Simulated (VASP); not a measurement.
# WC (P1) in VASP: further runs, part 2 of 2

VASP 6.6.1. The steps go on from the part before.

**4. Single point, PBE**

INCAR reads:

```
SYSTEM = WC
PREC = Accurate
ENCUT = 520
EDIFF = 1E-7
ISMEAR = -1
SIGMA = 0.17
LREAL = Auto
LASPH = .TRUE.
NELM = 100
ALGO = Normal
ISIF = 2
LWAVE = .FALSE.
LCHARG = .FALSE.
GGA = PE
NBANDS = 86
```

KPOINTS reads:

```
regular mesh
0
G
  2 2 2
  0 0 0
```

POSCAR reads:

```
WC
1.0
   -2.9549430000     -5.1181120000      0.0000000000
    4.4324150000     -2.5590560000      0.0000000000
    0.0000000000      0.0000000000      5.7954480000
W C
8 8
Direct
    0.7018274379      0.4993124684      0.0621867369
    0.7271576843      0.4960522670      0.5393198248
    0.4850150291     -0.0135836186      0.0428784798
    0.4573695428     -0.0303895441      0.5373700187
    0.2072339175      0.4921164679      0.0495388795
    0.2117746553      0.5021826781      0.5295535393
   -0.0263959312      0.0042192637      0.0500220173
   -0.0403485010     -0.0279368066      0.5630971066
    0.4503297614      0.6342814867      0.3217007555
    0.4671472067      0.6620754980      0.7838565716
    0.2283458221      0.1600592202      0.2882952276
    0.1901208494      0.1218965898      0.7866518688
   -0.0231508924      0.6409351183      0.2728175630
   -0.0142377877      0.6421393639      0.8216793594
    0.6826897939      0.1544777345      0.3198717338
    0.7092519917      0.1686437773      0.8123962116
```

Run with:

```console
$ cat potpaw_PBE.64/W_sv/POTCAR potpaw_PBE.64/C/POTCAR > POTCAR
$ mpirun -np 1 vasp_std > vasp.out
```

Wall time 2.8 min (1 thread of AMD EPYC 9R45 (Zen 5), shared host); peak memory 0.3 GiB.

It converged, with:

- Free energy: -175.4757 eV
- Pressure: -4.3 GPa
- Largest force: 5.346 eV/Å
- Band gap on the k mesh: zero (bands 72 and 73 overlap by 0.08 eV)

Forces on the atoms (eV/Å):
```
W   -1.562 -0.492 -2.267
W   -0.587  2.210  2.362
W    1.871  2.160  0.050
W    2.366 -1.207  2.250
W   -2.696 -1.529 -1.322
W   -2.563  2.715  3.825
W   -1.066  2.282  0.787
W    1.504 -0.580 -2.533
C    0.259 -2.642 -2.763
C   -0.837  0.381  1.101
C   -0.186  1.386  0.357
C    0.431 -3.636  0.509
C    2.344  0.605  2.280
C    2.539  1.298 -2.208
C   -1.170 -2.707 -1.405
C   -0.647 -0.244 -1.023
```

Stress tensor (GPa, compression positive):
```
-5.59 -0.26 -0.79
-0.26  0.27  1.42
-0.79  1.42 -7.46
```

Levels at points of the mesh, in eV from the Fermi level:
```tsv
k point	band 69	band 70	band 71	band 72	band 73	band 74	band 75	band 76
(0.00, 0.00, 0.00)	-0.89	-0.84	-0.43	-0.28	0.16	0.68	0.89	1.30
(0.50, 0.00, 0.00)	-1.11	-1.04	-0.32	0.07	0.17	0.27	0.50	0.83
(0.00, 0.50, 0.00)	-0.82	-0.61	-0.38	-0.21	0.67	1.15	1.48	1.76
(0.50, 0.50, 0.00)	-1.83	-1.64	-1.28	-1.09	1.06	1.36	1.47	1.51
(0.00, 0.00, 0.50)	-1.22	-0.98	-0.03	0.10	0.18	0.40	0.44	0.84
(0.50, 0.00, 0.50)	-1.24	-1.18	-1.07	-0.90	0.02	0.16	0.29	0.43
(0.00, 0.50, 0.50)	-1.42	-1.32	-1.19	-1.06	0.22	0.69	0.84	1.01
(0.50, 0.50, 0.50)	-1.69	-1.64	-1.37	-1.27	0.85	1.17	1.30	1.42
```

Caveat: the k points lie up to 0.61 Å⁻¹ apart; spin-orbit coupling is left out, which moves the levels of the heavy elements; forces of over 1 eV/Å act on the atoms, so gaps and moduli don't describe the material at rest.

**5. Single point, PBE**

INCAR reads:

```
ALGO = Normal
EDIFF = 1E-6
ENCUT = 520
GGA = PE
ISIF = 2
ISMEAR = -1
LASPH = True
LCHARG = True
LELF = True
LREAL = Auto
LVHAR = True
LWAVE = False
NBANDS = 86
NELM = 100
PREC = Accurate
SIGMA = 0.17
```

KPOINTS reads:

```
k-points
0
Gamma
  2 2 2
```

POSCAR reads:

```
WC
1.0
   -2.9549430000     -5.1181120000      0.0000000000
    4.4324150000     -2.5590560000      0.0000000000
    0.0000000000      0.0000000000      5.7954480000
W C
8 8
Direct
    0.7432231540      0.5054991594      0.0499357427
    0.7080100803      0.4917927204      0.5405966890
    0.4411087541     -0.0104116548      0.0361835703
    0.4555776381      0.0016031785      0.5667206401
    0.2268332939      0.5158315397      0.0603577152
    0.2080867669      0.5126064539      0.5471535591
   -0.0508694656      0.0160823453      0.0518510390
   -0.0536122594     -0.0030505200      0.5461700286
    0.4816009486      0.6758399996      0.3343486129
    0.4532484535      0.6736560870      0.8253028929
    0.2475280495      0.1553399845      0.3110889788
    0.2063929516      0.2013077313      0.8087554232
   -0.0331732307      0.6351108807      0.3033760289
   -0.0445847052      0.6684064415      0.7910518738
    0.6970601264      0.1539505983      0.3025995574
    0.7072430059      0.1622282141      0.8036479665
```

Run with:

```console
$ cat potpaw_PBE.64/W_sv/POTCAR potpaw_PBE.64/C/POTCAR > POTCAR
$ mpirun -np 1 vasp_std > vasp.out
```

Wall time 2.6 min (1 thread of AMD EPYC 9R45 (Zen 5), shared host); peak memory 0.3 GiB.

The run converged. Its results:

| Item | Value |
| --- | --- |
| Free energy | -176.1057 eV |
| Pressure | -6.1 GPa |
| Largest force | 5.067 eV/Å |
| Band gap on the k mesh | zero (bands 72 and 73 overlap by 0.18 eV) |

Forces on the atoms (eV/Å):
```
W    1.483  3.625 -0.568
W   -0.456 -1.090  2.393
W    1.191 -3.700  3.250
W   -0.127 -0.493 -1.748
W   -1.075  2.136 -0.134
W   -1.784 -0.277  1.313
W   -1.937 -0.493 -0.092
W   -0.371 -1.405  0.459
C    0.291  1.740 -2.499
C   -1.311 -0.350 -2.206
C    2.703  2.223 -0.435
C   -1.365  0.975 -0.269
C    1.952 -1.040  0.205
C    0.416 -0.563  0.493
C   -0.154 -1.053 -0.057
C    0.545 -0.236 -0.106
```

Stress tensor (GPa, compression positive):
```
-3.20  0.23 -0.26
 0.23 -5.75 -0.20
-0.26 -0.20 -9.29
```

Levels at points of the mesh, in eV from the Fermi level:
```
           k point  band 68  band 69  band 70  band 71  band 72  band 73  band 74  band 75  band 76  band 77
(0.00, 0.00, 0.00)    -1.21    -0.86    -0.61    -0.53    -0.25     0.08     0.55     1.13     1.61     1.69
(0.50, 0.00, 0.00)    -1.67    -1.05    -0.94    -0.37     0.16     0.27     0.44     0.55     0.67     1.62
(0.00, 0.50, 0.00)    -1.63    -0.88    -0.83    -0.39    -0.24     0.89     1.14     1.72     1.79     1.83
(0.50, 0.50, 0.00)    -1.88    -1.71    -1.50    -1.38    -1.33     1.24     1.42     1.48     1.67     1.99
(0.00, 0.00, 0.50)    -1.39    -1.24    -1.03    -0.21     0.01     0.16     0.40     0.51     0.78     1.79
(0.50, 0.00, 0.50)    -1.44    -1.21    -1.07    -1.02    -0.94    -0.02     0.20     0.33     0.51     2.11
(0.00, 0.50, 0.50)    -1.67    -1.49    -1.33    -1.22    -1.11     0.58     0.69     0.93     1.07     1.78
(0.50, 0.50, 0.50)    -1.83    -1.76    -1.59    -1.44    -1.37     1.06     1.27     1.39     1.47     1.57
```

Caveat: the k points lie up to 0.61 Å⁻¹ apart; the atoms stand as in a frame of molecular dynamics; spin-orbit coupling is left out, which moves the levels of the heavy elements; forces of over 1 eV/Å act on the atoms, so gaps and moduli don't describe the material at rest.

**6. The runs side by side**

| cell | gap on the mesh (eV) | pressure (GPa) | largest force (eV/Å) |
| --- | --- | --- | --- |
| as given, atomic positions A | none | -1.4 | 6.46 |
| as given, atomic positions B | none | -2.4 | 4.70 |
| as given, atomic positions C | none | -4.3 | 5.35 |
| as given, atomic positions D | none | -6.1 | 5.07 |

Alike in all rows: task single point; level PBE; potentials or basis VASP PAW PBE potentials, release 64 (W_sv, C); no spin polarisation; k mesh 2 × 2 × 2; cutoff (eV) 520; smearing fermi-dirac 0.17 eV.

Caveats: all runs use coarse meshes; spin-orbit coupling is left out, which moves the levels of the heavy elements; forces of over 1 eV/Å act on the atoms, so gaps and moduli don't describe the material at rest; the atoms stand as in a frame of molecular dynamics (at least some runs).

Absolute energies hang on the potentials; compare differences alone.
